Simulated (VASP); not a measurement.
# Te6Mo3H (a cell with a defect) in VASP: notebook, part 2 of 2

VASP 6.6.1. Earlier steps stand in the parts before.

### Step 3. Single point, PBEsol+D3(BJ)

INCAR

```
SYSTEM = Te6Mo3H
PREC     = Accurate       ! precision mode
ENCUT    = 400            ! plane-wave cutoff, eV
EDIFF    = 1E-6           ! SCF threshold, eV
ISMEAR   = 0              ! smearing method
SIGMA    = 0.05           ! smearing width, eV
LREAL    = .False.        ! projectors in reciprocal space
LASPH    = .True.         ! aspherical terms in the spheres
NELM     = 120            ! most SCF steps
ALGO     = Normal         ! electronic algorithm
ISIF     = 2              ! what is computed and relaxed
LWAVE    = .False.        ! write WAVECAR
LCHARG   = .True.         ! write CHGCAR
GGA      = PS             ! functional
IVDW     = 12             ! dispersion correction
LELF     = .True.         ! ELF
LVHAR    = .True.       
NBANDS   = 50             ! bands
GGA_COMPAT= .False.
```

KPOINTS

```
regular mesh
0
Gamma
  9 9 2
  0 0 0
```

POSCAR

```
Te6Mo3H
1.0
    3.4334342720      0.0000000000      0.0000000000
   -1.7167171360      2.9734413017      0.0000000000
    0.0000000000      0.0000000000     20.7704294686
Te Mo H
6 3 1
Direct
    0.0000000000      0.0000000000      0.9125759363
    0.3333333333      0.6666666667      0.5917818730
    0.3333333333      0.6666666667      0.2333053354
    0.3333333333      0.6666666667      0.7666946646
    0.3333333333      0.6666666667      0.4082181270
    0.0000000000      0.0000000000      0.0874240637
    0.0000000000      0.0000000000      0.6791511892
    0.0000000000      0.0000000000      0.3208488108
    0.3333333333      0.6666666667      0.0000000000
    0.3643568367      0.3905117517      0.0856769680
```

Potentials or basis: VASP PAW PBE potentials, release 64 (Te, Mo_sv, H).

Command:

```bash
cat potpaw_PBE.64/Te/POTCAR potpaw_PBE.64/Mo_sv/POTCAR potpaw_PBE.64/H/POTCAR > POTCAR
mpirun -np 1 vasp_std > vasp.out
```

OUTCAR:

```text
SYSTEM = Te6Mo3H
   PREC = Accurate
   ENCUT = 400
   EDIFF = 1E-6
   ISMEAR = 0
   LREAL = .False.
   LASPH = .True.
   NELM = 120
   ISIF = 2
   GGA = PS
   IVDW = 12
 IVDW          = 12

 ion  position               nearest neighbor table
   1  0.000  0.000  0.913-   9 2.69   9 2.69   9 2.69   4 3.62   4 3.62   4 3.62   6 3.63
   2  0.333  0.667  0.592-   7 2.69   7 2.69   7 2.69   4 3.63
   3  0.333  0.667  0.233-   8 2.69   8 2.69   8 2.69   6 3.62   6 3.62   6 3.62   5 3.63
   4  0.333  0.667  0.767-   7 2.69   7 2.69   7 2.69   1 3.62   1 3.62   1 3.62   2 3.63
   5  0.333  0.667  0.408-   8 2.69   8 2.69   8 2.69   3 3.63
   6  0.000  0.000  0.087-  10 1.30  10 2.14   9 2.69   9 2.69   9 2.69   3 3.62   3 3.62   3 3.62
                             1 3.63
   7  0.000  0.000  0.679-   2 2.69   2 2.69   2 2.69   4 2.69   4 2.69   4 2.69
   8  0.000  0.000  0.321-   5 2.69   5 2.69   5 2.69   3 2.69   3 2.69   3 2.69
   9  0.333  0.667  0.000-  10 2.04   6 2.69   1 2.69   1 2.69   6 2.69   6 2.69   1 2.69
  10  0.364  0.391  0.086-   6 1.30   9 2.04   6 2.14

  LATTYP: Found a hexagonal cell.
 ALAT       =     3.4334342720
 C/A-ratio  =     6.0494617992

  Lattice vectors:

 A1 = (   3.4334342720,   0.0000000000,   0.0000000000)
 A2 = (  -1.7167171360,   2.9734413017,   0.0000000000)
 A3 = (   0.0000000000,   0.0000000000,  20.7704294686)

Analysis of symmetry for initial positions (statically):
=====================================================================
 Subroutine PRICEL returns:
 Original cell was already a primitive cell.

 Routine SETGRP: Setting up the symmetry group for a
 hexagonal supercell.

 Subroutine GETGRP returns: Found  1 space group operations
 (whereof  1 operations were pure point group operations)
 out of a pool of 24 trial point group operations.

The static configuration has the point symmetry C_1 .

Analysis of symmetry for dynamics (positions and initial velocities):
=====================================================================
 Subroutine PRICEL returns:
 Original cell was already a primitive cell.

 Routine SETGRP: Setting up the symmetry group for a
 hexagonal supercell.

 Subroutine GETGRP returns: Found  1 space group operations
 (whereof  1 operations were pure point group operations)
 out of a pool of 24 trial point group operations.

The dynamic configuration has the point symmetry C_1 .

 Subroutine INISYM returns: Found  1 space group operations
 (whereof  1 operations are pure point group operations),
 and found     1 'primitive' translations

----------------------------------------------------------------------------------------

                                     Primitive cell

  volume of cell :     212.0477

  direct lattice vectors                    reciprocal lattice vectors
     3.433434272  0.000000000  0.000000000     0.291253573  0.168155329  0.000000000
    -1.716717136  2.973441302  0.000000000     0.000000000  0.336310658  0.000000000
     0.000000000  0.000000000 20.770429469     0.000000000  0.000000000  0.048145369

  length of vectors
     3.433434272  3.433434272 20.770429469     0.336310658  0.336310658  0.048145369

  position of ions in fractional coordinates (direct lattice)
     0.000000000  0.000000000  0.912575936
     0.333333333  0.666666667  0.591781873
[... 75 lines left out ...]
   k-points           NKPTS =     82   k-points in BZ     NKDIM =     82   number of bands    NBANDS=     50
   number of dos      NEDOS =    301   number of ions     NIONS =     10
   total plane-waves  NPLWV =  80640
   dimension x,y,z NGX =    24 NGY =   24 NGZ =  140
   dimension x,y,z NGXF=    48 NGYF=   48 NGZF=  280
   ions per type =               6   3   1
   NGX,Y,Z   is equivalent  to a cutoff of  11.62, 11.62, 11.21 a.u.
   NGXF,Y,Z  is equivalent  to a cutoff of  23.24, 23.24, 22.41 a.u.
 SYSTEM =  Te6Mo3H
   PREC   = accura    normal or accurate (medium, high low for compatibility)
   ISTART =      0    job   : 0-new  1-cont  2-samecut
   ICHARG =      2    charge: 1-file 2-atom 10-const
   ISPIN  =      1    spin polarized calculation?
   LNONCOLLINEAR =      F non collinear calculations
   LSORBIT =      F    spin-orbit coupling
   LASPH  =      T    aspherical Exc in radial PAW
   ENCUT  =  400.0 eV  29.40 Ry    5.42 a.u.   5.60  5.60 33.87*2*pi/ulx,y,z
   NELM   =    120;   NELMIN=  2; NELMDL= -5     # of ELM steps
   EDIFF  = 0.1E-05   stopping-criterion for ELM
   LREAL  =      F    real-space projection
   EDIFFG = 0.1E-04   stopping-criterion for IOM
   NSW    =      0    number of steps for IOM
   IBRION =     -1    ionic relax: 0-MD 1-quasi-New 2-CG
   NFREE  =      0    steps in history (QN), initial steepest desc. (CG)
   ISIF   =      2    stress and relaxation
   ISYM   =      2    0-nonsym 1-usesym 2-fastsym
   POTIM  = 0.5000    time-step for ionic-motion
   TEBEG  =    0.0;   TEEND  =   0.0 temperature during run
   PSTRESS=    0.0 pullay stress
   NELECT =      79.0000    total number of electrons
   NUPDOWN=      -1.0000    fix difference up-down
   EMIN   =  10.00;   EMAX   =-10.00  energy-range for DOS
   EFERMI =   0.00;   METHOD = LEGACY
   ISMEAR =     0;   SIGMA  =   0.05  broadening in eV -4-tet -1-fermi 0-gaus
   EFERMI_NEDOS =   21; number of points for ismear=-14 and -15
   IALGO  =     38    algorithm
   IMIX   =      4    mixing-type and parameters
     AMIX     =   0.40;   BMIX     =  1.00
     AMIX_MAG =   1.60;   BMIX_MAG =  1.00
  volume/ion in A,a.u.               =      21.20       143.10
  Fermi-wavevector in a.u.,A,eV,Ry     =   1.177984  2.226067 18.880069  1.387646
  Thomas-Fermi vector in A             =   2.314321
   LORBIT       =      0    0 simple, 1 ext, 2 COOP (PROOUT), +10 PAW based schemes
   GGA     = PS    functional components
   LHFCALC =     F    Hartree Fock is set to
   AEXX    =    0.0000 exact exchange contribution
   IVDW    =    12    specifies the selected vdW correction
   LEPSILON=     F    determine dielectric tensor
   LRPA    =     F    only Hartree local field effects (RPA)
 non-spin polarized calculation
 Gauss-broadening in eV      SIGMA  =   0.05
  energy-cutoff  :      400.00
  volume of cell :      212.05
 maximum number of plane-waves:      3908
   NGX = 11   NGY = 11   NGZ = 67

 number of electron      78.9999990 magnetization

 Free energy of the ion-electron system (eV)
  ---------------------------------------------------
  ext. energy  EPLUGINS =         0.00000000
  ---------------------------------------------------
  free energy    TOTEN  =       -57.37275366 eV

  energy without entropy =      -57.36669270  energy(sigma->0) =      -57.36972318

 E-fermi :   9.6539     XC(G=0): -10.8959

 val. band max:        9.6471911610   @ k =  -0.1111   0.2222   0.5000
 cond. band min:       9.6549355182   @ k =   0.3333   0.1111   0.5000
 fundamental gap:      0.0077443572
 Fermi energy:         9.6538833663

 k-point     1 :       0.0000    0.0000    0.0000
  band No.  band energies     occupation
      1     -51.7723      2.00000
      2     -51.6321      2.00000
      3     -51.6013      2.00000
      4     -26.1367      2.00000
      5     -25.8946      2.00000
      6     -25.8586      2.00000
[... 1261 lines left out ...]
     49      11.9881      0.00000
     50      12.2892      0.00000

 [... further k-points ...]

------------------------ aborting loop because EDIFF is reached ----------------------------------------

 Edisp (eV)   -5.04411

 E8    (eV) :    -3.4319

  FORCE on cell =-STRESS in cart. coord.  units (eV):
  Direction    XX          YY          ZZ          XY          YZ          ZX
  --------------------------------------------------------------------------------------
  -------------------------------------------------------------------------------------
  Total       5.36567    19.20739     3.95732     8.84696    -1.54494     0.48695
  in kB      40.54162   145.12604    29.90046    66.84533   -11.67317     3.67925
  external pressure =       71.86 kB  Pullay stress =        0.00 kB

 VOLUME and BASIS-vectors are now :
 -----------------------------------------------------------------------------
  energy-cutoff  :      400.00
  volume of cell :      212.05
      direct lattice vectors                 reciprocal lattice vectors
     3.433434272  0.000000000  0.000000000     0.291253573  0.168155329  0.000000000
    -1.716717136  2.973441302  0.000000000     0.000000000  0.336310658  0.000000000
     0.000000000  0.000000000 20.770429469     0.000000000  0.000000000  0.048145369

 POSITION                                       TOTAL-FORCE (eV/Angst)
 -----------------------------------------------------------------------------------
      0.00000      0.00000     18.95459         0.043661      0.021431     -0.123170
     -0.00000      1.98229     12.29156        -0.000694      0.000839     -0.052830
     -0.00000      1.98229      4.84585        -0.007738     -0.016461     -0.009540
     -0.00000      1.98229     15.92458        -0.010086      0.004810      0.057096
     -0.00000      1.98229      8.47887        -0.000996      0.002240      0.059019
      0.00000      0.00000      1.81584        -5.953124    -13.119388      2.087969
      0.00000      0.00000     14.10626         0.001409      0.000436     -0.003692
      0.00000      0.00000      6.66417         0.000286     -0.014045     -0.025503
     -0.00000      1.98229      0.00000        -0.466317      0.474173     -1.980184
      0.58060      1.16116      1.77955         6.393599     12.645966     -0.009165
 -----------------------------------------------------------------------------------
    total drift:                               -0.000105      0.000297     -0.000015

  FREE ENERGIE OF THE ION-ELECTRON SYSTEM (eV)
  ---------------------------------------------------
  free  energy   TOTEN  =       -62.4168637686 eV

  energy  without entropy=      -62.4108028076  energy(sigma->0) =      -62.41383329
```

Wall time 8 min (1 thread of AMD EPYC 9R45 (Zen 5), shared host); peak memory 0.56 GiB.

Results:

```yaml
Free_energy: -62.4169 eV
Pressure: 7.2 GPa
Largest_force: 14.557 eV/Å
Band_gap_on_the_k_mesh: zero (an odd number of electrons rules out a gap without spin polarisation)
Dispersion_energy_per_atom: -0.504 eV
```

Forces in eV/Å, atoms in the order of the input:
```
Te    0.044   0.021  -0.123
Te   -0.001   0.001  -0.053
Te   -0.008  -0.016  -0.010
Te   -0.010   0.005   0.057
Te   -0.001   0.002   0.059
Te   -5.953 -13.119   2.088
Mo    0.001   0.000  -0.004
Mo    0.000  -0.014  -0.026
Mo   -0.466   0.474  -1.980
H     6.394  12.646  -0.009
```

Levels at points of the mesh, in eV from the Fermi level:
```tsv
k point	band 38	band 39	band 40	band 41	band 42	band 43
(0.00, 0.00, 0.00)	-0.90	-0.66	-0.25	1.80	2.24	2.38
(0.00, 0.00, 0.50)	-0.90	-0.66	-0.25	1.80	2.24	2.38
```

Caveat: the PAW data sets were made with another functional, which shifts forces and pressure a little; spin-orbit coupling is left out, which moves the levels of the heavy elements.

### Step 4. Single point, PBEsol+D3(BJ)

INCAR

```
ALGO     = Normal         # electronic algorithm
EDIFF    = 1E-6           # SCF threshold, eV
ENCUT    = 400            # plane-wave cutoff, eV
GGA      = PS             # functional
GGA_COMPAT= F            
ISIF     = 2              # what is computed and relaxed
ISMEAR   = 0              # smearing method
IVDW     = 12             # dispersion correction
LASPH    = T              # aspherical terms in the spheres
LCHARG   = F              # write CHGCAR
LREAL    = F              # projectors in reciprocal space
LWAVE    = F              # write WAVECAR
NBANDS   = 50             # bands
NELM     = 120            # most SCF steps
PREC     = Accurate       # precision mode
SIGMA    = 0.05           # smearing width, eV
```

KPOINTS

```
k-points
0
Gamma
  9 9 2
```

POSCAR, as its differences from that of step 3:

```diff
@@ -17,2 +17,2 @@
     0.3333333333      0.6666666667      0.0000000000
-    0.3643568367      0.3905117517      0.0856769680
+   -0.3023098300     -0.4428215817      0.7523436347
```

Command:

```bash
cat potpaw_PBE.64/Te/POTCAR potpaw_PBE.64/Mo_sv/POTCAR potpaw_PBE.64/H/POTCAR > POTCAR
mpirun -np 1 vasp_std > vasp.out
```

Run time: 8.7 min. Hardware: 1 thread of AMD EPYC 9R45 (Zen 5), shared host; peak memory 0.57 GiB.

The run converged. Its results:

```yaml
Free_energy: -64.2289 eV
Pressure: 4.4 GPa
Largest_force: 5.410 eV/Å
Band_gap_on_the_k_mesh: zero (an odd number of electrons rules out a gap without spin polarisation)
Dispersion_energy_per_atom: -0.504 eV
```

Forces in eV/Å, atoms in the order of the input:
```
Te  -0.012 -0.017 -0.031
Te   0.042 -0.006 -0.334
Te  -0.001  0.000 -0.035
Te  -4.436  1.007  2.929
Te  -0.001 -0.002  0.069
Te   0.000  0.000  0.054
Mo  -0.164  0.070 -1.510
Mo   0.002 -0.001 -0.008
Mo   0.001 -0.009 -0.045
H    4.569 -1.043 -1.090
```

Stress tensor (GPa, compression positive):
```
 9.01 -0.92 -0.95
-0.92  1.42  0.11
-0.95  0.11  2.90
```

Levels at points of the mesh, in eV from the Fermi level:
```tsv
k point	band 35	band 36	band 37	band 38	band 39	band 40	band 41	band 42	band 43	band 44
(0.00, 0.00, 0.00)	-1.52	-1.51	-1.42	-0.91	-0.48	-0.30	1.67	2.25	2.45	2.52
(0.00, 0.00, 0.50)	-1.52	-1.51	-1.36	-0.92	-0.48	-0.30	1.67	2.25	2.46	2.50
```

Caveat: the PAW data sets were made with another functional, which shifts forces and pressure a little; spin-orbit coupling is left out, which moves the levels of the heavy elements.

### Step 5. Overview

| cell | gap on the mesh (eV) | pressure (GPa) | largest force (eV/Å) |
| --- | --- | --- | --- |
| as given, atomic positions A | none | 1.7 | 1.95 |
| as given, atomic positions B | none | 7.2 | 14.56 |
| as given, atomic positions C | none | 4.4 | 5.41 |

Alike in all rows: task single point; level PBEsol+D3(BJ); potentials or basis VASP PAW PBE potentials, release 64 (Te, Mo_sv, H); no spin polarisation; k mesh 9 × 9 × 2; cutoff (eV) 400; smearing gaussian 0.05 eV.

Caveats: the PAW data sets were made with another functional, which shifts forces and pressure a little; spin-orbit coupling is left out, which moves the levels of the heavy elements.

Absolute energies hang on the potentials; compare differences alone.
